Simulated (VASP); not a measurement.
Write the native input for VASP 6.6.1 that does the following.

* Task: single point
* Functional: PBE
* Potentials or basis: VASP PAW PBE potentials, release 64 (Si, C)
* Cutoff: 520 eV
* k mesh: 12 × 12 × 10
* Occupations: gaussian, width 0.1 eV
* Spin: no spin polarisation
* Dipole correction: no
* Further INCAR settings: ALGO = Normal; EDIFF = 1e-07; NBANDS = 21

The structure of SiC5 lies in POSCAR:

```
SiC5
1.0
    4.6500768849      0.0000000000      0.0000000000
   -2.3250384425      4.0270847119      0.0000000000
    0.0000000000      0.0000000000      4.5634975582
Si C
1 5
Direct
    0.0000000000      0.0000000000      0.0000000000
    0.0000000000      0.6201770163      0.0000000000
    0.6201770163      0.0000000000      0.0000000000
    0.3798229837      0.3798229837      0.0000000000
    0.3333333333      0.6666666667      0.0000000000
    0.6666666667      0.3333333333      0.0000000000
```

These files were run (other wordings do the same):

INCAR

```
  PREC = Accurate
  ENCUT = 520
  EDIFF = 1E-7
  ISMEAR = 0
  SIGMA = 0.1
  LREAL = F
  LASPH = T
  NELM = 80
  ALGO = Normal
  ISIF = 2
  LWAVE = F
  LCHARG = T
  GGA = PE
  LELF = T
  LVHAR = T
  NBANDS = 21
```

KPOINTS

```
Automatic mesh
0
Gamma
  12 12 10
```

Potentials or basis: VASP PAW PBE potentials, release 64 (Si, C).

Run with:

```console
$ cat potpaw_PBE.64/Si/POTCAR potpaw_PBE.64/C/POTCAR > POTCAR
$ mpirun -np 1 vasp_std > vasp.out
```

It gave:

The pressure is 0.1 GPa, the largest force is 0.029 eV/Å and the band gap on the k mesh is zero (band 12 reaches 2.51 eV, above the bottom of band 13 at 2.29 eV).

Run time: 78 s on 1 thread of Intel(R) Xeon(R) 6975P-C (Granite Rapids), with other jobs on the host, peak memory 0.3 GiB.
